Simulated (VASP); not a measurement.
# Mg4O in VASP: further runs

Mg4O is run at these levels: PBEsol; tasks: single point.

All numbers are computed with VASP 6.6.1; they aren't measurements. Logs are shortened: lines on timing, memory, paths and dates and some standing lists are left out, and cuts for length are marked.

### 1 The cell of the first run

The cell holds a slab with vacuum, 5 atoms: a = 3.188 Å, b = 5.108 Å, c = 19.136 Å, α = 90.00°, β = 90.00°, γ = 90.00°.

### 2 Single point, PBEsol

INCAR reads:

```
SYSTEM = Mg4O
  PREC = Accurate
  ENCUT = 520
  EDIFF = 1E-6
  ISMEAR = 0
  SIGMA = 0.1
  LREAL = .FALSE.
  LASPH = .TRUE.
  NELM = 100
  ALGO = Normal
  ISIF = 2
  LWAVE = .FALSE.
  LCHARG = .FALSE.
  LDIPOL = .TRUE.
  IDIPOL = 3
  DIPOL = 0.5 0.5 0.333
  GGA = PS
  NBANDS = 15
```

KPOINTS reads:

```
Automatic mesh
0
G
  8 5 1
  0 0 0
```

POSCAR reads:

```
Mg4O
1.0
    3.1881999939      0.0000000000      0.0000000000
    0.0000000000      5.1084658709      0.0000000000
    0.0000000000      0.0000000000     19.1358427726
Mg O
4 1
Direct
    0.0000000000      0.7500000000      0.2090318178
    0.5000000000      0.2500000000      0.2571276385
    0.5000000000      0.7500000000      0.3576109084
    0.0000000000      0.2500000000      0.3990335238
    0.2500000000      0.7500000000      0.4400700212
```

Potentials or basis: VASP PAW PBE potentials, release 64 (Mg, O).

On the command line:

```
$ cat potpaw_PBE.64/Mg/POTCAR potpaw_PBE.64/O/POTCAR > POTCAR
$ mpirun -np 1 vasp_std > vasp.out
```

OUTCAR:

```text
SYSTEM = Mg4O
   PREC = Accurate
   ENCUT = 520
   EDIFF = 1E-6
   ISMEAR = 0
   LREAL = .FALSE.
   LASPH = .TRUE.
   NELM = 100
   ISIF = 2
   GGA = PS

 ion  position               nearest neighbor table
   1  0.000  0.750  0.209-   2 3.15   2 3.15   2 3.15   2 3.15   3 3.26   3 3.26
   2  0.500  0.250  0.257-   1 3.15   1 3.15   1 3.15   1 3.15   4 3.15   4 3.15   3 3.20   3 3.20

   3  0.500  0.750  0.358-   5 1.77   4 3.11   4 3.11   4 3.11   4 3.11   2 3.20   2 3.20   1 3.26
                             1 3.26
   4  0.000  0.250  0.399-   5 2.79   5 2.79   3 3.11   3 3.11   3 3.11   3 3.11   2 3.15   2 3.15

   5  0.250  0.750  0.440-   3 1.77   4 2.79   4 2.79

  LATTYP: Found a simple orthorhombic cell.
 ALAT       =     3.1881999939
 B/A-ratio  =     1.6023040840
 C/A-ratio  =     6.0020835610

  Lattice vectors:

 A1 = (   3.1881999939,   0.0000000000,   0.0000000000)
 A2 = (   0.0000000000,   5.1084658709,   0.0000000000)
 A3 = (   0.0000000000,   0.0000000000,  19.1358427726)

Analysis of symmetry for initial positions (statically):
=====================================================================
 Subroutine PRICEL returns:
 Original cell was already a primitive cell.

 Routine SETGRP: Setting up the symmetry group for a
 simple orthorhombic supercell.

 Subroutine GETGRP returns: Found  2 space group operations
 (whereof  1 operations were pure point group operations)
 out of a pool of  8 trial point group operations.

The static configuration has the point symmetry C_1 .
 The point group associated with its full space group is C_1h.

Analysis of symmetry for dynamics (positions and initial velocities):
=====================================================================
 Subroutine PRICEL returns:
 Original cell was already a primitive cell.

 Routine SETGRP: Setting up the symmetry group for a
 simple orthorhombic supercell.

 Subroutine GETGRP returns: Found  2 space group operations
 (whereof  1 operations were pure point group operations)
 out of a pool of  8 trial point group operations.

The dynamic configuration has the point symmetry C_1 .
 The point group associated with its full space group is C_1h.

 Subroutine INISYM returns: Found  2 space group operations
 (whereof  1 operations are pure point group operations),
 and found     1 'primitive' translations

----------------------------------------------------------------------------------------

                                     Primitive cell

  volume of cell :     311.6619

  direct lattice vectors                    reciprocal lattice vectors
     3.188199994  0.000000000  0.000000000     0.313656609  0.000000000  0.000000000
     0.000000000  5.108465871  0.000000000     0.000000000  0.195753486  0.000000000
     0.000000000  0.000000000 19.135842773     0.000000000  0.000000000  0.052257954

  length of vectors
     3.188199994  5.108465871 19.135842773     0.313656609  0.195753486  0.052257954

  position of ions in fractional coordinates (direct lattice)
     0.000000000  0.750000000  0.209031818
     0.500000000  0.250000000  0.257127639
     0.500000000  0.750000000  0.357610908
     0.000000000  0.250000000  0.399033524
     0.250000000  0.750000000  0.440070021

  ion indices of the primitive-cell ions
   primitive index   ion index
                 1           1
                 2           2
                 3           3
                 4           4
                 5           5

----------------------------------------------------------------------------------------

 KPOINTS: Automatic mesh

Automatic generation of k-mesh.
 Grid dimensions read from file:
 generate k-points for:    8    5    1

 Generating k-lattice:

  Cartesian coordinates                     Fractional coordinates (reciprocal lattice)
     0.039207076  0.000000000  0.000000000     0.125000000  0.000000000  0.000000000
     0.000000000  0.039150697  0.000000000     0.000000000  0.200000000  0.000000000
     0.000000000  0.000000000  0.052257954     0.000000000  0.000000000  1.000000000

  Length of vectors
     0.039207076  0.039150697  0.052257954

  Shift w.r.t. Gamma in fractional coordinates (k-lattice)
     0.000000000  0.000000000  0.000000000

 Subroutine IBZKPT returns following result:
 ===========================================

 Found     15 irreducible k-points:

 Following reciprocal coordinates:
            Coordinates               Weight
  0.000000  0.000000  0.000000      1.000000
  0.125000  0.000000  0.000000      2.000000
  0.250000  0.000000  0.000000      2.000000
  0.375000  0.000000  0.000000      2.000000
  0.500000  0.000000  0.000000      1.000000
  0.000000  0.200000  0.000000      2.000000
  0.125000  0.200000  0.000000      4.000000
  0.250000  0.200000  0.000000      4.000000
  0.375000  0.200000  0.000000      4.000000
  0.500000  0.200000  0.000000      2.000000
  0.000000  0.400000  0.000000      2.000000
  0.125000  0.400000  0.000000      4.000000
  0.250000  0.400000  0.000000      4.000000
  0.375000  0.400000  0.000000      4.000000
  0.500000  0.400000  0.000000      2.000000
   k-points           NKPTS =     15   k-points in BZ     NKDIM =     15   number of bands    NBANDS=     15
   number of dos      NEDOS =    301   number of ions     NIONS =      5
   total plane-waves  NPLWV = 138240
   dimension x,y,z NGX =    24 NGY =   40 NGZ =  144
   dimension x,y,z NGXF=    48 NGYF=   80 NGZF=  288
   ions per type =               4   1
   NGX,Y,Z   is equivalent  to a cutoff of  12.51, 13.02, 12.51 a.u.
   NGXF,Y,Z  is equivalent  to a cutoff of  25.03, 26.03, 25.02 a.u.
 SYSTEM =  Mg4O
   PREC   = accura    normal or accurate (medium, high low for compatibility)
   ISTART =      0    job   : 0-new  1-cont  2-samecut
   ICHARG =      2    charge: 1-file 2-atom 10-const
   ISPIN  =      1    spin polarized calculation?
   LNONCOLLINEAR =      F non collinear calculations
   LSORBIT =      F    spin-orbit coupling
   LASPH  =      T    aspherical Exc in radial PAW
   ENCUT  =  520.0 eV  38.22 Ry    6.18 a.u.   5.93  9.50 35.58*2*pi/ulx,y,z
   NELM   =    100;   NELMIN=  2; NELMDL= -5     # of ELM steps
   EDIFF  = 0.1E-05   stopping-criterion for ELM
   LREAL  =      F    real-space projection
   EDIFFG = 0.1E-04   stopping-criterion for IOM
   NSW    =      0    number of steps for IOM
   IBRION =     -1    ionic relax: 0-MD 1-quasi-New 2-CG
   NFREE  =      0    steps in history (QN), initial steepest desc. (CG)
   ISIF   =      2    stress and relaxation
   ISYM   =      2    0-nonsym 1-usesym 2-fastsym
   POTIM  = 0.5000    time-step for ionic-motion
   TEBEG  =    0.0;   TEEND  =   0.0 temperature during run
   PSTRESS=    0.0 pullay stress
   NELECT =      14.0000    total number of electrons
   NUPDOWN=      -1.0000    fix difference up-down
   EMIN   =  10.00;   EMAX   =-10.00  energy-range for DOS
   EFERMI =   0.00;   METHOD = LEGACY
   ISMEAR =     0;   SIGMA  =   0.10  broadening in eV -4-tet -1-fermi 0-gaus
   EFERMI_NEDOS =   21; number of points for ismear=-14 and -15
   IALGO  =     38    algorithm
   IMIX   =      4    mixing-type and parameters
     AMIX     =   0.40;   BMIX     =  1.00
     AMIX_MAG =   1.60;   BMIX_MAG =  1.00
  volume/ion in A,a.u.               =      62.33       420.64
  Fermi-wavevector in a.u.,A,eV,Ry     =   0.581955  1.099736  4.607912  0.338672
  Thomas-Fermi vector in A             =   1.626667
   LORBIT       =      0    0 simple, 1 ext, 2 COOP (PROOUT), +10 PAW based schemes
   GGA     = PS    functional components
   LHFCALC =     F    Hartree Fock is set to
   AEXX    =    0.0000 exact exchange contribution
   IVDW    =     0    specifies the selected vdW correction
   LEPSILON=     F    determine dielectric tensor
   LRPA    =     F    only Hartree local field effects (RPA)
 non-spin polarized calculation
 Gauss-broadening in eV      SIGMA  =   0.10
  energy-cutoff  :      520.00
  volume of cell :      311.66
 maximum number of plane-waves:      8432
 NGX is ok and might be reduce to    24
   NGX = 11   NGY = 19   NGZ = 71

 number of electron      13.9999999 magnetization

 dipolmoment           0.000000      0.000000      0.200560 electrons x Angstroem

 Free energy of the ion-electron system (eV)
  ---------------------------------------------------
  ext. energy  EPLUGINS =         0.00000000
  ---------------------------------------------------
  free energy    TOTEN  =       -12.20931829 eV

  energy without entropy =      -12.19176672  energy(sigma->0) =      -12.20054251

 E-fermi :  -2.5462     XC(G=0):  -3.5590

 val. band max:       -2.5562088430   @ k =   0.0000   0.2000   0.0000
 cond. band min:      -2.4651490438   @ k =   0.3750   0.4000   0.0000
 fundamental gap:      0.0910597992
 Fermi energy:        -2.5461607610

 k-point     1 :       0.0000    0.0000    0.0000
  band No.  band energies     occupation
      1     -18.4862      2.00000
      2      -8.4433      2.00000
      3      -5.9639      2.00000
      4      -4.9571      2.00000
      5      -4.0932      2.00000
      6      -2.9955      2.00000
      7      -2.9256      2.00000
      8      -2.8593      1.99999
      9      -1.9591      0.00000
     10      -0.2781      0.00000
     11      -0.0826      0.00000
     12       0.9772      0.00000
     13       1.5998      0.00000
     14       2.8215      0.00000
     15       3.1241      0.00000
[... 235 lines left out ...]
 k-point    15 :       0.5000    0.4000    0.0000
  band No.  band energies     occupation
      1     -18.2605      2.00000
      2      -5.1049      2.00000
      3      -4.8290      2.00000
      4      -4.3142      2.00000
      5      -3.8460      2.00000
      6      -3.4679      2.00000
      7      -2.9959      2.00000
      8      -2.4579      0.21175
      9      -1.2205      0.00000
     10      -0.6698      0.00000
     11      -0.1253      0.00000
     12       0.3887      0.00000
     13       1.7214      0.00000
     14       2.3150      0.00000
     15       2.7322      0.00000

------------------------ aborting loop because EDIFF is reached ----------------------------------------

 vacuum level on the upper side and lower side of the slab       (xc-potential included)         0.936        -1.213

  FORCE on cell =-STRESS in cart. coord.  units (eV):
  Direction    XX          YY          ZZ          XY          YZ          ZX
  --------------------------------------------------------------------------------------
  -------------------------------------------------------------------------------------
  Total        0.2673036     -5.5460473      0.6864499      0.0000000      0.0000000     -2.9318188
  in kB        1.3741423    -28.5108721      3.5288709      0.0000000      0.0000000    -15.0717630
  external PRESSURE =      -7.8692863 kB  Pullay stress =       0.0000000 kB

 VOLUME and BASIS-vectors are now :
 -----------------------------------------------------------------------------
  energy-cutoff  :      520.00
  volume of cell :      311.66
      direct lattice vectors                 reciprocal lattice vectors
     3.188199994  0.000000000  0.000000000     0.313656609  0.000000000  0.000000000
     0.000000000  5.108465871  0.000000000     0.000000000  0.195753486  0.000000000
     0.000000000  0.000000000 19.135842773     0.000000000  0.000000000  0.052257954

 POSITION                                       TOTAL-FORCE (eV/Angst)
 -----------------------------------------------------------------------------------
      0.00000      3.83135      4.00000         0.001298      0.000000      0.133150
      1.59410      1.27712      4.92035         0.039522      0.000000     -0.111852
      1.59410      3.83135      6.84319         1.557883      0.000000     -1.039583
      0.00000      1.27712      7.63584         0.420237      0.000000      0.948760
      0.79705      3.83135      8.42111        -2.018939      0.000000      0.069525
 -----------------------------------------------------------------------------------
    total drift:                               -0.000296      0.000000     -0.000517

  FREE ENERGIE OF THE ION-ELECTRON SYSTEM (eV)
  ---------------------------------------------------
  free  energy   TOTEN  =       -12.2093182927 eV

  energy  without entropy=      -12.1917667205  energy(sigma->0) =      -12.20054251

 vacuum level on the upper side and lower side of the slab         3.312         1.085
```

Run time: 73 s. Hardware: 1 thread of Intel Xeon 6975P-C (Granite Rapids), shared host; peak memory 0.36 GiB.

Results:

```yaml
Free_energy: -12.2093 eV
Largest_force: 2.020 eV/Å
Band_gap_on_the_k_mesh: zero (bands 7 and 8 overlap by 0.77 eV)
```

Forces in eV/Å, atoms in the order of the input:
```
Mg   0.001  0.000  0.133
Mg   0.040  0.000 -0.112
Mg   1.558  0.000 -1.040
Mg   0.420  0.000  0.949
O   -2.019  0.000  0.070
```

Levels at points of the mesh, in eV from the Fermi level:
```
           k point  band 4  band 5  band 6  band 7  band 8  band 9  band 10  band 11
(0.00, 0.00, 0.00)   -2.41   -1.55   -0.45   -0.38   -0.31    0.59     2.27     2.46
(0.50, 0.00, 0.00)   -1.74   -1.66   -1.24    0.17    1.06    2.63     2.96     3.03
```

Caveat: the PAW data sets were made with another functional, which shifts forces and pressure a little.

### 3 Single point, PBEsol

INCAR reads:

```
SYSTEM = Mg4O
PREC = Accurate
ENCUT = 520
EDIFF = 1E-6
ISMEAR = 0
SIGMA = 0.1
LREAL = .False.
LASPH = .True.
NELM = 60
ALGO = Normal
ISIF = 2
LWAVE = .False.
LCHARG = .True.
LDIPOL = .True.
IDIPOL = 3
DIPOL = 0.5 0.5 0.329
GGA = PS
LELF = .True.
LVHAR = .True.
LVACPOTAV = .True.
NBANDS = 15
```

KPOINTS reads:

```
Automatic mesh
0
Gamma
  8 5 1
  0 0 0
```

POSCAR: that of step 2 with these lines changed.

```diff
@@ -12,2 +12,2 @@
     0.0000000000      0.2500000000      0.3990335238
-    0.2500000000      0.7500000000      0.4400700212
+    0.5000000000      0.5000000000      0.4228198155
```

Potentials or basis: VASP PAW PBE potentials, release 64 (Mg, O).

On the command line:

```
$ cat potpaw_PBE.64/Mg/POTCAR potpaw_PBE.64/O/POTCAR > POTCAR
$ mpirun -np 1 vasp_std > vasp.out
```

Run time: 79 s. Hardware: 1 thread of Intel Xeon 6975P-C (Granite Rapids), shared host; peak memory 0.35 GiB.

The run converged. Its results:

| Property | Result |
| --- | --- |
| Free energy | -14.2698 eV |
| Largest force | 3.044 eV/Å |
| Band gap on the k mesh | zero (bands 7 and 8 overlap by 0.73 eV) |

Forces in eV/Å, atoms in the order of the input:
```
Mg   0.000  0.094  0.167
Mg   0.000 -0.093 -0.265
Mg   0.000  1.096 -0.974
Mg   0.000  1.946  1.055
O    0.000 -3.044  0.018
```

Levels at points of the mesh, in eV from the Fermi level:
| k point | band 3 | band 4 | band 5 | band 6 | band 7 | band 8 | band 9 | band 10 | band 11 | band 12 |
| --- | --- | --- | --- | --- | --- | --- | --- | --- | --- | --- |
| (0.00, 0.00, 0.00) | -3.73 | -3.48 | -2.47 | -2.09 | -0.49 | -0.03 | 0.27 | 2.29 | 2.91 | 3.36 |
| (0.50, 0.00, 0.00) | -3.17 | -3.02 | -2.00 | -1.74 | 0.49 | 0.72 | 2.64 | 2.77 | 3.16 | 3.39 |

Caveat: the PAW data sets were made with another functional, which shifts forces and pressure a little.

### 4 Single point, PBEsol

INCAR reads:

```
PREC = Accurate
ENCUT = 520
EDIFF = 1E-7
ISMEAR = 0
SIGMA = 0.1
LREAL = False
LASPH = True
NELM = 80
ALGO = Normal
ISIF = 2
LWAVE = False
LCHARG = False
LDIPOL = True
IDIPOL = 3
DIPOL = 0.5 0.5 0.342
GGA = PS
NBANDS = 15
```

KPOINTS reads:

```
Automatic mesh
0
Gamma
  8 5 1
```

POSCAR: that of step 3 with these lines changed.

```diff
@@ -12,2 +12,2 @@
     0.0000000000      0.2500000000      0.3990335238
-    0.5000000000      0.5000000000      0.4228198155
+    0.0000000000      0.3750000000      0.4859436434
```

On the command line:

```
$ cat potpaw_PBE.64/Mg/POTCAR potpaw_PBE.64/O/POTCAR > POTCAR
$ mpirun -np 1 vasp_std > vasp.out
```

It took 79 s on 1 thread of Intel Xeon 6975P-C (Granite Rapids), shared host; peak memory 0.36 GiB.

Results (log left out):

| Item | Value |
| --- | --- |
| Free energy | -10.2774 eV |
| Largest force | 0.933 eV/Å |
| Band gap on the k mesh | zero (bands 7 and 8 overlap by 0.30 eV) |

Forces in eV/Å, atoms in the order of the input:
```
Mg   0.000  0.007  0.253
Mg   0.000 -0.015 -0.105
Mg   0.000 -0.340  0.399
Mg   0.000 -0.580 -0.648
O    0.000  0.928  0.101
```

Levels at points of the mesh, in eV from the Fermi level:
```
           k point  band 3  band 4  band 5  band 6  band 7  band 8  band 9  band 10  band 11  band 12
(0.00, 0.00, 0.00)   -3.60   -1.13   -1.01   -0.53   -0.03    0.20    0.25     1.73     2.31     3.13
(0.50, 0.00, 0.00)   -2.40   -1.40   -0.85   -0.36    0.12    0.48    2.47     2.83     3.02     3.29
```

Caveat: the PAW data sets were made with another functional, which shifts forces and pressure a little.

### 5 Single point, PBEsol

INCAR reads:

```
  ALGO = Normal
  DIPOL = 0.5 0.5 0.343
  EDIFF = 1E-6
  ENCUT = 520
  GGA = PS
  IDIPOL = 3
  ISIF = 2
  ISMEAR = 0
  LASPH = True
  LCHARG = False
  LDIPOL = True
  LREAL = False
  LWAVE = False
  NBANDS = 15
  NELM = 60
  PREC = Accurate
  SIGMA = 0.1
```

KPOINTS reads:

```
k-points
0
Gamma
  8 5 1
```

POSCAR: that of step 4 with these lines changed.

```diff
@@ -12,2 +12,2 @@
     0.0000000000      0.2500000000      0.3990335238
-    0.0000000000      0.3750000000      0.4859436434
+    0.1250000000      0.2500000000      0.4902747983
```

On the command line:

```
$ cat potpaw_PBE.64/Mg/POTCAR potpaw_PBE.64/O/POTCAR > POTCAR
$ mpirun -np 1 vasp_std > vasp.out
```

It took 75 s on 1 thread of Intel Xeon 6975P-C (Granite Rapids), shared host; peak memory 0.36 GiB.

It converged, with:

| Property | Result |
| --- | --- |
| Free energy | -10.1656 eV |
| Largest force | 0.829 eV/Å |
| Band gap on the k mesh | zero (bands 7 and 8 overlap by 0.36 eV) |

Forces in eV/Å, atoms in the order of the input:
```
Mg  -0.002  0.000  0.278
Mg   0.005  0.000 -0.097
Mg  -0.073  0.000  0.177
Mg  -0.703  0.000 -0.438
O    0.773  0.000  0.080
```

Levels at points of the mesh, in eV from the Fermi level:
```tsv
k point	band 3	band 4	band 5	band 6	band 7	band 8	band 9	band 10	band 11	band 12
(0.00, 0.00, 0.00)	-3.60	-1.09	-0.98	-0.35	-0.15	0.18	0.35	1.71	2.20	3.19
(0.50, 0.00, 0.00)	-2.39	-1.37	-0.85	-0.24	0.15	0.43	2.49	2.87	2.96	3.34
```

Caveat: the PAW data sets were made with another functional, which shifts forces and pressure a little.

(Continued in part 2 of 2.)
